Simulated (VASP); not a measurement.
TiO2: single point with PBEsol

TiO2:

```
Ti O
1.0
     4.59125    0.00000    0.00000
     0.00000    4.59125    0.00000
     0.00000    0.00000    2.93899
Ti O
2 4
Direct
  0.00000 0.00000 0.84689
  0.50000 0.50000 0.50000
  0.30444 0.30444 0.00000
  0.19556 0.80444 0.50000
  0.69556 0.69556 0.00000
  0.80444 0.19556 0.50000
```

This cell differs from its parent crystal: atom 1 (Ti) moved -0.450 Å along Cartesian [0 0 1].

```json
{"Program": "VASP 6.6.1", "Task": "single point", "Functional": "PBEsol", "Potentials or basis": "VASP PAW PBE potentials, release 64 (Ti_sv, O)", "Cutoff": "520 eV", "k mesh": "6 × 6 × 10", "Occupations": "gaussian, width 0.05 eV", "Spin": "no spin polarisation"}
```

| Item | Value |
| --- | --- |
| Pressure | 17.3 GPa |
| Largest force | 7.971 eV/Å |
| Band gap on the k mesh | 2.49 eV (least direct gap 2.66 eV) |

Forces in eV/Å, atoms in the order of the input:
```
Ti   0.000  0.000  7.971
Ti   0.000  0.000 -0.188
O    0.025  0.025 -0.206
O    2.860 -2.860 -3.685
O   -0.025 -0.025 -0.206
O   -2.860  2.860 -3.685
```

Stress tensor (GPa, compression positive):
```
 15.92 -16.89   0.00
-16.89  15.92   0.00
  0.00   0.00  20.03
```

Levels at points of the mesh, in eV from the valence-band top:
```
           k point  band 21  band 22  band 23  band 24  band 25  band 26  band 27  band 28
(0.00, 0.00, 0.00)    -0.82    -0.73    -0.43     0.00     2.66     3.14     3.26     4.09
(0.50, 0.00, 0.00)    -1.69    -0.84    -0.75    -0.52     2.60     2.95     3.88     4.83
(0.50, 0.50, 0.00)    -1.71    -1.12    -1.08    -0.85     2.55     3.16     4.19     4.40
(0.00, 0.00, 0.50)    -2.31    -1.55    -1.23    -0.87     2.91     3.62     4.08     4.79
(0.50, 0.00, 0.50)    -1.65    -1.58    -1.35    -0.57     2.49     3.15     3.66     4.96
(0.50, 0.50, 0.50)    -1.98    -0.55    -0.49    -0.20     2.56     3.65     3.67     4.46
```

It took 61 s on 1 thread of Intel(R) Xeon(R) 6975P-C (Granite Rapids), with other jobs on the host, peak memory 0.25 GiB.

Caveat: the cell differs from its parent crystal (atom 1 (Ti) moved -0.450 Å along Cartesian [0 0 1]); the cell stands under pressure; the PAW data sets were made with another functional, which shifts forces and pressure a little. A k mesh can miss the band edges.
